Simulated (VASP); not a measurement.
A run of VASP 6.6.1 is set up as follows.

Contents of INCAR:

```
PREC = Accurate
ENCUT = 520
EDIFF = 1E-6
ISMEAR = -1
SIGMA = 0.05
LREAL = F
LASPH = T
NELM = 60
ALGO = Normal
ISIF = 2
LWAVE = F
LCHARG = T
GGA = PE
LELF = T
LVHAR = T
NBANDS = 25
```

The input KPOINTS:

```
regular mesh
0
Gamma
  6 6 4
```

POSCAR

```
CuO
1.0
    3.1795331000      0.0000000000      0.0000000000
   -1.5897665500      2.7535564400      0.0000000000
    0.0000000000      0.0000000000      4.4314907300
Cu O
2 2
Direct
    0.0000000000      0.0000000000      0.0000000000
    0.0000000000      0.0000000000      0.5000000000
    0.3333333333      0.6666666667      0.2500000000
    0.6666666667      0.3333333333      0.7500000000
```

Potentials or basis: VASP PAW PBE potentials, release 64 (Cu, O).

The run is started by

```console
$ cat potpaw_PBE.64/Cu/POTCAR potpaw_PBE.64/O/POTCAR > POTCAR
$ mpirun -np 1 vasp_std > vasp.out
```

(1) Estimate the pressure.

(2) Estimate the band gap on the k mesh.

## Answers

(1) 6.6 GPa.

(2) zero (band 17 reaches 6.32 eV, above the bottom of band 18 at 5.00 eV).

Caveat: the k points lie up to 0.38 Å⁻¹ apart; semilocal functionals often make such compounds metallic where correlation or magnetic order opens a gap, which also shifts bond lengths.
